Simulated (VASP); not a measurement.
Runs of VASP 6.6.1 on Y. The structure is that of space group P6_3/mmc (No. 194), or close to it. The cells are those of the table. 

```csv
level,cell,gap on the mesh (eV),pressure (GPa)
PBEsol,"a = 3.592, b = 3.592, c = 5.609 Å, angles 90.0, 90.0, 120.0°, 2 atoms",none,-0.1
r2SCAN,"a = 3.681, b = 3.681, c = 5.723 Å, angles 90.0, 90.0, 120.0°, 2 atoms",none,0.0
revPBE,"a = 3.686, b = 3.686, c = 5.753 Å, angles 90.0, 90.0, 120.0°, 2 atoms",none,-0.1
r2SCAN,"a = 3.627, b = 3.627, c = 5.623 Å, angles 90.0, 90.0, 120.0°, 2 atoms",none,(a)
```

Alike in all rows: task single point; potentials or basis VASP PAW PBE potentials, release 64 (Y_sv); no spin polarisation; k mesh 8 × 8 × 5; cutoff (eV) 520; smearing fermi-dirac 0.05 eV.

Question: Fill in the values left out.

Answer: (a) 2.0.

Caveats: the PAW data sets were made with another functional, which shifts forces and pressure a little.

A k mesh can miss the band edges, and the runs leave out spin-orbit coupling on Y.

A gap of «none» marks levels without a gap at the run's occupations.
